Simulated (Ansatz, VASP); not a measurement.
Two plane-wave programs on CdF2

```xyz
3
Lattice="0.0000 2.7406 2.7406 2.7406 0.0000 2.7406 2.7406 2.7406 0.0000" Properties=species:S:1:pos:R:3 pbc="T T T"
Cd    0.0000    0.0000    0.0000
F     4.1110    4.1110    4.1110
F     1.3703    1.3703    1.3703
```

Alike in both runs: task relaxation of cell and atoms; functional PBE; k mesh 8 × 8 × 8; no spin polarisation.

```csv
,VASP,Ansatz
version,VASP 6.6.1,Ansatz 0.2.0
potentials or method,"VASP PAW PBE potentials, release 64 (Cd, F), cutoff 600 eV","scalar-relativistic, plane waves, PAW"
occupations,"gaussian, width 0.01 eV",fixed
valence electrons in the cell,26,34
```

```csv
,VASP,Ansatz,Ansatz less VASP
"gap on the k mesh at the Fermi level, each at its own relaxed structure (eV)",2.87,2.92,+0.041
relaxed volume (Å³/atom),13.78,13.73,-0.051
relaxed length of the cell vector where the two differ most in proportion (Å),3.881,3.876,-0.0048
```

VASP's potentials hold 26 valence electrons a cell and Ansatz's 34, so a difference there can come from the potentials and not from the codes.
